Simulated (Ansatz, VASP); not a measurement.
H2C: VASP beside Ansatz

```
C H
1.0
    12.00000    0.00000    0.00000
     0.00000   12.50000    0.00000
     0.00000    0.00000   13.00000
C H
2 4
Direct
  0.50000 0.50000 0.55134
  0.50000 0.50000 0.44866
  0.50000 0.57383 0.59521
  0.50000 0.42617 0.59521
  0.50000 0.57383 0.40479
  0.50000 0.42617 0.40479
```

Alike in both runs: task relaxation of the atoms; functional PBE; k mesh 1 × 1 × 1; no spin polarisation.

```csv
,VASP,Ansatz
version,VASP 6.6.1,Ansatz 0.2.0
potentials or method,"VASP PAW PBE potentials, release 64 (C, H)","scalar-relativistic, plane waves, PAW"
plane-wave cutoff (eV),520,420
occupations,"gaussian, width 0.01 eV",fixed
valence electrons in the cell,12,12
```

VASP gave:

```
gap on the k mesh at the Fermi level, each at its own relaxed structure (eV) : 5.67
```

Task: What did Ansatz give for the same quantities?

Result: gap on the k mesh at the Fermi level, each at its own relaxed structure (eV): 5.68.

Ansatz's warnings: xc potential rough in thin density.
